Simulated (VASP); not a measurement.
# Mn (P6_3/mmc) in VASP: a series of runs

Runs on Mn. Level: PBEsol. Tasks: single point.

Program: VASP 6.6.1. These are calculated values, not measurements. Logs are shortened: lines on timing, memory, paths and dates and some standing lists are left out, and cuts for length are marked.

### 1 The cell of the first run

It takes space group P6_3/mmc (No. 194, hexagonal). Conventional cell: a = 3.663 Å, b = 3.663 Å, c = 4.267 Å, α = 90.00°, β = 90.00°, γ = 120.00°. Within 2.8 Å of Mn (site symmetry -6m2) lie 5 Mn at 2.11 to 2.13 Å. Within 2.8 Å of Mn (site symmetry -6m2) lie 3 Mn at 2.11 Å.

This isn't the form of Mn at room conditions, which is a 58-atom cubic cell.

### 2 Single point, PBEsol

INCAR reads:

```
ALGO = Fast ; EDIFF = 1E-6
ENCUT = 520 ; GGA = PS
ISIF = 2 ; ISMEAR = 0
LASPH = True ; LCHARG = False
LREAL = False ; LWAVE = False
NBANDS = 34 ; NELM = 80
PREC = Accurate ; SIGMA = 0.1
```

KPOINTS reads:

```
k-points
0
Gamma
  15 15 12
```

POSCAR reads:

```
Mn
1.0
    3.6627655907      0.0000000000      0.0000000000
   -1.8313827954      3.1720480496      0.0000000000
    0.0000000000      0.0000000000      4.2667030535
Mn
4
Direct
    0.0000000000      0.0000000000      0.2500000000
    0.0000000000      0.0000000000      0.7500000000
    0.3333333333      0.6666666667      0.7500000000
    0.6666666667      0.3333333333      0.2500000000
```

Potentials or basis: VASP PAW PBE potentials, release 64 (Mn_pv).

Command:

```bash
$ cat potpaw_PBE.64/Mn_pv/POTCAR > POTCAR
$ mpirun -np 1 vasp_std > vasp.out
```

OUTCAR:

```text
EDIFF = 1E-6
   ENCUT = 520
   GGA = PS
   ISIF = 2
   ISMEAR = 0
   LASPH = True
   LREAL = False
   NELM = 80
   PREC = Accurate

 ion  position               nearest neighbor table
   1  0.000  0.000  0.250-   4 2.11   4 2.11   4 2.11   2 2.13   2 2.13   3 3.00   3 3.00   3 3.00
                             3 3.00   3 3.00   3 3.00
   2  0.000  0.000  0.750-   3 2.11   3 2.11   3 2.11   1 2.13   1 2.13   4 3.00   4 3.00   4 3.00
                             4 3.00   4 3.00   4 3.00
   3  0.333  0.667  0.750-   2 2.11   2 2.11   2 2.11   4 3.00   4 3.00   4 3.00   4 3.00   1 3.00
                             1 3.00   1 3.00   1 3.00   1 3.00   1 3.00   4 3.00   4 3.00
   4  0.667  0.333  0.250-   1 2.11   1 2.11   1 2.11   3 3.00   3 3.00   3 3.00   3 3.00   2 3.00
                             2 3.00   2 3.00   2 3.00   2 3.00   2 3.00   3 3.00   3 3.00

  LATTYP: Found a hexagonal cell.
 ALAT       =     3.6627655907
 C/A-ratio  =     1.1648856439

  Lattice vectors:

 A1 = (   3.6627655907,   0.0000000000,   0.0000000000)
 A2 = (  -1.8313827954,   3.1720480496,   0.0000000000)
 A3 = (   0.0000000000,   0.0000000000,   4.2667030535)

Analysis of symmetry for initial positions (statically):
=====================================================================
 Subroutine PRICEL returns:
 Original cell was already a primitive cell.

 Routine SETGRP: Setting up the symmetry group for a
 hexagonal supercell.

 Subroutine GETGRP returns: Found 24 space group operations
 (whereof 12 operations were pure point group operations)
 out of a pool of 24 trial point group operations.

The static configuration has the point symmetry D_3d.
 The point group associated with its full space group is D_6h.

Analysis of symmetry for dynamics (positions and initial velocities):
=====================================================================
 Subroutine PRICEL returns:
 Original cell was already a primitive cell.

 Routine SETGRP: Setting up the symmetry group for a
 hexagonal supercell.

 Subroutine GETGRP returns: Found 24 space group operations
 (whereof 12 operations were pure point group operations)
 out of a pool of 24 trial point group operations.

The dynamic configuration has the point symmetry D_3d.
 The point group associated with its full space group is D_6h.

 Subroutine INISYM returns: Found 24 space group operations
 (whereof 12 operations are pure point group operations),
 and found     1 'primitive' translations

----------------------------------------------------------------------------------------

                                     Primitive cell

  volume of cell :      49.5726

  direct lattice vectors                    reciprocal lattice vectors
     3.662765591  0.000000000  0.000000000     0.273017744  0.157626868  0.000000000
    -1.831382795  3.172048050  0.000000000     0.000000000  0.315253737  0.000000000
     0.000000000  0.000000000  4.266703053     0.000000000  0.000000000  0.234373001

  length of vectors
     3.662765591  3.662765591  4.266703053     0.315253737  0.315253737  0.234373001

  position of ions in fractional coordinates (direct lattice)
     0.000000000  0.000000000  0.250000000
     0.000000000  0.000000000  0.750000000
     0.333333333  0.666666667  0.750000000
     0.666666667  0.333333333  0.250000000

  ion indices of the primitive-cell ions
   primitive index   ion index
                 1           1
                 2           2
                 3           3
                 4           4

----------------------------------------------------------------------------------------

 KPOINTS: k-points

Automatic generation of k-mesh.
 Grid dimensions read from file:
 generate k-points for:   15   15   12

 Generating k-lattice:

  Cartesian coordinates                     Fractional coordinates (reciprocal lattice)
     0.018201183  0.010508458  0.000000000     0.066666667 -0.000000000  0.000000000
     0.000000000  0.021016916  0.000000000     0.000000000  0.066666667  0.000000000
     0.000000000  0.000000000  0.019531083     0.000000000  0.000000000  0.083333333

  Length of vectors
     0.021016916  0.021016916  0.019531083

  Shift w.r.t. Gamma in fractional coordinates (k-lattice)
     0.000000000  0.000000000  0.000000000

 Subroutine IBZKPT returns following result:
 ===========================================

 Found    189 irreducible k-points:

 Following reciprocal coordinates:
            Coordinates               Weight
  0.000000  0.000000  0.000000      1.000000
  0.066667  0.000000  0.000000      6.000000
  0.133333 -0.000000  0.000000      6.000000
  0.200000 -0.000000  0.000000      6.000000
  0.266667 -0.000000  0.000000      6.000000
  0.333333  0.000000  0.000000      6.000000
[... 16 lines left out ...]
  0.333333  0.200000  0.000000     12.000000
  0.400000  0.200000  0.000000      6.000000
 [... further k-points ...]
   k-points           NKPTS =    189   k-points in BZ     NKDIM =    189   number of bands    NBANDS=     34
   number of dos      NEDOS =    301   number of ions     NIONS =      4
   total plane-waves  NPLWV =  25088
   dimension x,y,z NGX =    28 NGY =   28 NGZ =   32
   dimension x,y,z NGXF=    56 NGYF=   56 NGZF=   64
   ions per type =               4
   NGX,Y,Z   is equivalent  to a cutoff of  12.71, 12.71, 12.47 a.u.
   NGXF,Y,Z  is equivalent  to a cutoff of  25.42, 25.42, 24.94 a.u.
 SYSTEM =  unknown system
   PREC   = accura    normal or accurate (medium, high low for compatibility)
   ISTART =      0    job   : 0-new  1-cont  2-samecut
   ICHARG =      2    charge: 1-file 2-atom 10-const
   ISPIN  =      1    spin polarized calculation?
   LNONCOLLINEAR =      F non collinear calculations
   LSORBIT =      F    spin-orbit coupling
   LASPH  =      T    aspherical Exc in radial PAW
   ENCUT  =  520.0 eV  38.22 Ry    6.18 a.u.   6.81  6.81  7.93*2*pi/ulx,y,z
   NELM   =     80;   NELMIN=  2; NELMDL= -5     # of ELM steps
   EDIFF  = 0.1E-05   stopping-criterion for ELM
   LREAL  =      F    real-space projection
   EDIFFG = 0.1E-04   stopping-criterion for IOM
   NSW    =      0    number of steps for IOM
   IBRION =     -1    ionic relax: 0-MD 1-quasi-New 2-CG
   NFREE  =      0    steps in history (QN), initial steepest desc. (CG)
   ISIF   =      2    stress and relaxation
   ISYM   =      2    0-nonsym 1-usesym 2-fastsym
   POTIM  = 0.5000    time-step for ionic-motion
   TEBEG  =    0.0;   TEEND  =   0.0 temperature during run
   PSTRESS=    0.0 pullay stress
   NELECT =      52.0000    total number of electrons
   NUPDOWN=      -1.0000    fix difference up-down
   EMIN   =  10.00;   EMAX   =-10.00  energy-range for DOS
   EFERMI =   0.00;   METHOD = LEGACY
   ISMEAR =     0;   SIGMA  =   0.10  broadening in eV -4-tet -1-fermi 0-gaus
   EFERMI_NEDOS =   21; number of points for ismear=-14 and -15
   IALGO  =     68    algorithm
   IMIX   =      4    mixing-type and parameters
     AMIX     =   0.40;   BMIX     =  1.00
     AMIX_MAG =   1.60;   BMIX_MAG =  1.00
  volume/ion in A,a.u.               =      12.39        83.63
  Fermi-wavevector in a.u.,A,eV,Ry     =   1.663395  3.143362 37.645748  2.766884
  Thomas-Fermi vector in A             =   2.750120
   LORBIT       =      0    0 simple, 1 ext, 2 COOP (PROOUT), +10 PAW based schemes
   GGA     = PS    functional components
   LHFCALC =     F    Hartree Fock is set to
   AEXX    =    0.0000 exact exchange contribution
   IVDW    =     0    specifies the selected vdW correction
   LEPSILON=     F    determine dielectric tensor
   LRPA    =     F    only Hartree local field effects (RPA)
 non-spin polarized calculation
 RMM-DIIS sequential band-by-band and
 Gauss-broadening in eV      SIGMA  =   0.10
  energy-cutoff  :      520.00
  volume of cell :       49.57
 maximum number of plane-waves:      1356
 NGX is ok and might be reduce to    28
   NGX = 13   NGY = 13   NGZ = 15

 number of electron      52.0000032 magnetization

 Free energy of the ion-electron system (eV)
  ---------------------------------------------------
  ext. energy  EPLUGINS =         0.00000000
  ---------------------------------------------------
  free energy    TOTEN  =       -35.29586412 eV

  energy without entropy =      -35.27059364  energy(sigma->0) =      -35.28322888

 E-fermi :   8.7942     XC(G=0): -13.1186

 val. band max:        8.7919972959   @ k =   0.0000   0.0000   0.0000
 cond. band min:       8.7973391423   @ k =   0.1333   0.0667   0.4167
 fundamental gap:      0.0053418465
 Fermi energy:         8.7941719507

 k-point     1 :       0.0000    0.0000    0.0000
  band No.  band energies     occupation
      1     -40.3114      2.00000
      2     -39.8431      2.00000
      3     -39.8431      2.00000
      4     -39.7220      2.00000
      5     -39.7220      2.00000
      6     -39.1529      2.00000
[... 26 lines left out ...]
     33       9.9994      0.00000
     34      10.8687      0.00000

 k-point     2 :       0.0667    0.0000    0.0000
  band No.  band energies     occupation
      1     -40.3102      2.00000
      2     -39.8486      2.00000
      3     -39.8361      2.00000
      4     -39.7250      2.00000
      5     -39.7127      2.00000
      6     -39.1533      2.00000
[... 26 lines left out ...]
     33      10.1062      0.00000
     34      10.8828      0.00000

 k-point     3 :       0.1333   -0.0000    0.0000
  band No.  band energies     occupation
      1     -40.3070      2.00000
      2     -39.8634      2.00000
      3     -39.8152      2.00000
      4     -39.7338      2.00000
      5     -39.6860      2.00000
      6     -39.1546      2.00000
[... 26 lines left out ...]
     33      10.7718      0.00000
     34      10.9227      0.00000
[... 704 lines left out ...]
 k-point    23 :       0.3333    0.2000    0.0000
  band No.  band energies     occupation
      1     -40.2834      2.00000
      2     -39.9470      2.00000
      3     -39.8811      2.00000
      4     -39.4712      2.00000
      5     -39.4116      2.00000
      6     -39.1556      2.00000
[... 26 lines left out ...]
     33      10.9075      0.00000
     34      11.3402      0.00000

 k-point    24 :       0.4000    0.2000    0.0000
  band No.  band energies     occupation
      1     -40.2825      2.00000
      2     -39.9506      2.00000
      3     -39.8857      2.00000
      4     -39.4411      2.00000
      5     -39.3944      2.00000
      6     -39.1552      2.00000
[... 26 lines left out ...]
     33      10.6428      0.00000
     34      11.3059      0.00000

 [... further k-points ...]

------------------------ aborting loop because EDIFF is reached ----------------------------------------

  FORCE on cell =-STRESS in cart. coord.  units (eV):
  Direction    XX          YY          ZZ          XY          YZ          ZX
  --------------------------------------------------------------------------------------
  -------------------------------------------------------------------------------------
  Total        0.2677779      0.2677779      0.1661164     -0.0000000     -0.0000000     -0.0000000
  in kB        8.6545407      8.6545407      5.3688549     -0.0000000     -0.0000000     -0.0000000
  external PRESSURE =       7.5593121 kB  Pullay stress =       0.0000000 kB

 VOLUME and BASIS-vectors are now :
 -----------------------------------------------------------------------------
  energy-cutoff  :      520.00
  volume of cell :       49.57
      direct lattice vectors                 reciprocal lattice vectors
     3.662765591  0.000000000  0.000000000     0.273017744  0.157626868  0.000000000
    -1.831382795  3.172048050  0.000000000     0.000000000  0.315253737  0.000000000
     0.000000000  0.000000000  4.266703053     0.000000000  0.000000000  0.234373001

 POSITION                                       TOTAL-FORCE (eV/Angst)
 -----------------------------------------------------------------------------------
      0.00000      0.00000      1.06668         0.000000      0.000000      0.000000
      0.00000      0.00000      3.20003        -0.000000      0.000000      0.000000
     -0.00000      2.11470      3.20003        -0.000000     -0.000000     -0.000000
      1.83138      1.05735      1.06668        -0.000000      0.000000      0.000000
 -----------------------------------------------------------------------------------
    total drift:                                0.000000     -0.000000      0.000000

  FREE ENERGIE OF THE ION-ELECTRON SYSTEM (eV)
  ---------------------------------------------------
  free  energy   TOTEN  =       -35.2958641212 eV

  energy  without entropy=      -35.2705936355  energy(sigma->0) =      -35.28322888
```

Wall time 7.6 min (1 thread of Intel Xeon 8259CL, shared host); peak memory 0.33 GiB.

What came out:

```yaml
Free_energy: -35.2959 eV
Pressure: 0.8 GPa
Band_gap_on_the_k_mesh: zero (bands 26 and 27 overlap by 1.09 eV)
```

Stress tensor (GPa, compression positive):
```
0.87 0.00 0.00
0.00 0.87 0.00
0.00 0.00 0.54
```

Levels at points of the mesh, in eV from the Fermi level:
| k point | band 24 | band 25 | band 26 | band 27 | band 28 | band 29 |
| --- | --- | --- | --- | --- | --- | --- |
| (0.00, 0.00, 0.00) | -0.95 | -0.95 | -0.69 | -0.69 | -0.14 | 0.00 |
| (0.00, 0.00, 0.50) | -1.52 | -0.59 | -0.59 | -0.59 | -0.59 | 0.35 |

Caveat: the PAW data sets were made with another functional, which shifts forces and pressure a little; the run has no spin polarisation, though such a crystal can be magnetic. Spin polarisation is off, so any magnetic state and its effect on volume and gap are missing.

### 3 Single point, PBEsol, collinear spin, ferromagnetic start

This run uses another cell than the first one, of 13.25 Å³/atom.

INCAR reads:

```
  PREC = Accurate
  ENCUT = 520
  EDIFF = 1E-6
  ISMEAR = 0
  SIGMA = 0.1
  LREAL = False
  LASPH = True
  NELM = 150
  ALGO = Fast
  ISIF = 2
  LWAVE = False
  LCHARG = False
  ISPIN = 2
  MAGMOM = 4 4 4 4
  LORBIT = 11
  LMAXMIX = 4
  GGA = PS
  NBANDS = 38
```

KPOINTS reads:

```
regular mesh
0
Gamma
  6 6 4
```

POSCAR reads:

```
Mn
1.0
    3.3348014867      0.0000000000      0.0000000000
   -1.6674007433      2.8880228040      0.0000000000
    0.0000000000      0.0000000000      5.5024224530
Mn
4
Direct
    0.3333333333      0.6666666667      0.4375000000
    0.6666666667      0.3333333333      0.9375000000
    0.6666666667      0.3333333333      0.5625000000
    0.3333333333      0.6666666667      0.0625000000
```

Potentials or basis: VASP PAW PBE potentials, release 64 (Mn_pv).

Command:

```bash
$ cat potpaw_PBE.64/Mn_pv/POTCAR > POTCAR
$ mpirun -np 1 vasp_std > vasp.out
```

It took 93 s on 1 thread of AMD EPYC 7R13 (Zen 3), shared host; peak memory 0.2 GiB.

The run converged. Its results:

```yaml
Free_energy: -32.7717 eV
Pressure: 18.8 GPa
Largest_force: 0.230 eV/Å
Band_gap_on_the_k_mesh: zero (filled and empty bands overlap)
Net_moment: 0.00 μB per cell
Valence_electrons_inside_the_program's_atomic_spheres: Mn 12.30
```

Forces on the atoms (eV/Å):
```
Mn   0.000  0.000 -0.230
Mn   0.000  0.000 -0.230
Mn   0.000  0.000  0.230
Mn   0.000  0.000  0.230
```

Stress tensor (GPa, compression positive):
```
19.65  0.00  0.00
 0.00 19.65  0.00
 0.00  0.00 17.17
```

Levels at points of the mesh, in eV from the Fermi level:
Spin up:
```
           k point  band 22  band 23  band 24  band 25  band 26  band 27  band 28  band 29  band 30  band 31
(0.00, 0.00, 0.00)    -1.88    -1.57    -1.57    -0.54     0.15     0.15     0.46     1.01     1.01     2.32
(0.50, 0.00, 0.00)    -1.10    -1.02    -0.73    -0.20    -0.17     0.05     1.07     1.17     1.86     2.59
(0.00, 0.00, 0.50)    -2.14    -1.77    -1.77    -0.71    -0.71     0.74     0.74     0.74     0.74     2.46
(0.50, 0.00, 0.50)    -1.57    -1.57    -1.57    -0.53    -0.53     0.79     0.79     1.98     1.98     2.25
```
Spin down:
```
           k point  band 23  band 24  band 25  band 26  band 27  band 28  band 29  band 30
(0.00, 0.00, 0.00)    -1.57    -1.57    -0.54     0.15     0.15     0.46     1.01     1.01
(0.50, 0.00, 0.00)    -1.02    -0.73    -0.20    -0.17     0.05     1.07     1.17     1.86
(0.00, 0.00, 0.50)    -1.77    -1.77    -0.71    -0.71     0.74     0.74     0.74     0.74
(0.50, 0.00, 0.50)    -1.57    -1.57    -0.53    -0.53     0.79     0.79     1.98     1.98
```

Caveat: the k points lie up to 0.36 Å⁻¹ apart; atoms lie so close that the PAW spheres overlap strongly, which falsifies energies and pressures; the moments typed at the start vanished in this run; the PAW data sets were made with another functional, which shifts forces and pressure a little.

The gap in the log of VASP goes by the Fermi energy; the results here count the filled bands.